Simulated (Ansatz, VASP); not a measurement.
**AgCl: VASP beside Ansatz**

```xyz
2
Lattice="3.5013 0.0000 0.0000 0.0000 3.5013 0.0000 0.0000 0.0000 3.5013" Properties=species:S:1:pos:R:3 pbc="T T T"
Ag    0.0000    0.0000    0.0000
Cl    1.7507    1.7507    1.7507
```

Change from the starting cell: volume scaled by 1.06, crystal datasets.

Alike in both runs: task electric field gradients; functional PBEsol; k mesh 9 × 9 × 9; occupations fermi-dirac, width 0.01 eV; no spin polarisation.

```csv
,VASP,Ansatz
version,VASP 6.6.1,Ansatz 0.2.0
potentials or method,"VASP PAW PBE potentials, release 64 (Ag, Cl), cutoff 520 eV","all-electron PAW with datasets made for the crystal, scalar-relativistic"
```

```tsv
	VASP	Ansatz	Ansatz less VASP
gap on the k mesh at the Fermi level (eV)	0.43	0.44	+0.002
pressure (GPa)	-6.5	-6.4	+0.09
```

VASP's potentials were made for PBE, not for PBEsol. Ansatz ran all-electron here, and VASP with PAW potentials.
